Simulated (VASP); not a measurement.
# TaCl3F: single point with PBE

Crystal: TaCl3F.

```
Ta Cl F
1.0
     4.56352    0.00000    0.00000
     0.00000    4.56352    0.00000
     0.00000    0.00000    5.12875
Ta Cl F
1 3 1
Direct
  0.00000 0.00000 0.00000
  0.00000 0.00000 0.50000
  0.00000 0.50000 0.00000
  0.50000 0.00000 0.00000
  0.50000 0.50000 0.50000
```

| Property | Result |
| --- | --- |
| Program | VASP 6.6.1 |
| Task | single point |
| Functional | PBE |
| Potentials or basis | VASP PAW PBE potentials, release 64 (Ta_pv, Cl, F) |
| Cutoff | 520 eV |
| k mesh | 4 × 4 × 4 |
| Occupations | gaussian, width 0.1 eV |
| Spin | no spin polarisation |
| Dipole correction | no |
| Further INCAR settings | ALGO = Normal; EDIFF = 1e-06; NBANDS = 28 |

```
Pressure : 2.8 GPa
```

Stress tensor (GPa, compression positive):
```
  9.39   0.00   0.00
  0.00   9.39   0.00
  0.00   0.00 -10.51
```

Levels at points of the mesh, in eV from the Fermi level:
| k point | band 17 | band 18 | band 19 | band 20 | band 21 | band 22 |
| --- | --- | --- | --- | --- | --- | --- |
| (0.00, 0.00, 0.00) | -1.42 | -0.99 | -0.99 | -0.13 | -0.06 | -0.06 |
| (0.50, 0.00, 0.00) | -0.93 | -0.37 | -0.24 | -0.22 | 0.71 | 1.27 |
| (0.50, 0.50, 0.00) | -0.34 | -0.03 | -0.03 | 0.94 | 1.68 | 1.68 |
| (0.00, 0.00, 0.50) | -1.41 | -0.33 | -0.15 | -0.15 | 0.48 | 0.48 |
| (0.50, 0.00, 0.50) | -0.31 | -0.23 | -0.20 | 0.49 | 1.27 | 1.81 |
| (0.50, 0.50, 0.50) | -0.19 | -0.08 | -0.08 | 2.18 | 2.18 | 2.50 |

Run time: 52 s on 1 thread of Intel(R) Xeon(R) Platinum 8488C (Sapphire Rapids), on a shared host, peak memory 0.24 GiB.

Caveat: spin-orbit coupling is left out, which moves the levels of the heavy elements; an odd number of electrons without spin polarisation forces a metal; a magnetic or distorted state may lie lower.
